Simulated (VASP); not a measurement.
Crystal: Be5ZnTe6.

```
Be Zn Te
1.0
     4.05711    0.00000    0.00000
     0.00000    4.05711    0.00000
     0.00000    0.00000   17.32445
Be Zn Te
5 1 6
Direct
  0.00000 0.00000 0.82376
  0.00000 0.00000 0.17624
  0.50000 0.50000 0.33825
  0.00000 0.00000 0.50000
  0.50000 0.50000 0.66175
  0.50000 0.50000 0.00000
  0.50000 0.00000 0.09635
  0.00000 0.50000 0.25733
  0.50000 0.00000 0.41914
  0.00000 0.50000 0.58086
  0.50000 0.00000 0.74267
  0.00000 0.50000 0.90365
```

Base run:

| Property | Result |
| --- | --- |
| Program | VASP 6.6.1 |
| Functional | PBE |
| Potentials or basis | VASP PAW PBE potentials, release 64 (Be, Zn, Te) |
| Cutoff | 520 eV |
| k mesh | 8 × 8 × 2 |
| Occupations | gaussian, width 0.02 eV |
| Spin | no spin polarisation |

Its results: band gap on the k mesh 1.92 eV, indirect (least direct gap 1.92 eV); pressure 0.2 GPa; largest force 0.008 eV/Å.

Task: The run is repeated on the same cell with these changes: functional from PBE to r2SCAN; further incar settings from ALGO = Normal; EDIFF = 1e-07; NBANDS = 41 to ALGO = Normal; EDIFF = 1e-06; NBANDS = 41. What comes out?

Result: Band gap on the k mesh 2.27 eV, indirect (least direct gap 2.28 eV); pressure -0.3 GPa; largest force 0.188 eV/Å.

Caveats: spin-orbit coupling is left out, which moves the levels of the heavy elements; the PAW data sets were made with another functional, which shifts forces and pressure a little (some runs).

A k mesh can miss the band edges.
